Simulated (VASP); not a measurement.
A run of VASP 6.6.1 is set up as follows.

The input POSCAR:

```
Sc
1.0
    3.3311046879      0.0000000029      0.0000000000
   -1.6655523465      2.8848212810      0.0000000000
    0.0000000000      0.0000000000      5.1908944575
Sc
2
Direct
    0.3333333333      0.6666666667      0.2500000000
    0.6666666667      0.3333333333      0.7500000000
```

Contents of INCAR.step1:

```
PREC = Accurate
ENCUT = 520
ISMEAR = 0
SIGMA = 0.1
LREAL = False
LASPH = True
NELM = 60
NBANDS = 18
GGA = PE
ALGO = Normal
EDIFF = 1E-4
LWAVE = True
LCHARG = False
```

The input INCAR.step2:

```
PREC = Accurate
ENCUT = 520
EDIFF = 1E-6
ISMEAR = 0
SIGMA = 0.1
LREAL = False
LASPH = True
NELM = 60
ALGO = Normal
ISIF = 2
LWAVE = False
LCHARG = True
METAGGA = R2SCAN
LMIXTAU = True
LELF = True
LVHAR = True
NBANDS = 18
ISTART = 1
```

KPOINTS

```
Automatic mesh
0
Gamma
  21 21 10
```

Potentials or basis: VASP PAW PBE potentials, release 64 (Sc_sv).

Command:

```sh
$ cat potpaw_PBE.64/Sc_sv/POTCAR > POTCAR
$ cp INCAR.step1 INCAR
$ mpirun -np 1 vasp_std > vasp.out
$ cp INCAR.step2 INCAR
$ mpirun -np 1 vasp_std > vasp.out
```

Q: What does it give for the band gap on the k mesh?

A: Zero (bands 11 and 12 overlap by 1.57 eV).

Q: Predict the pressure.

A: 0.1 GPa.

Caveat: the PAW data sets were made with another functional, which shifts forces and pressure a little.
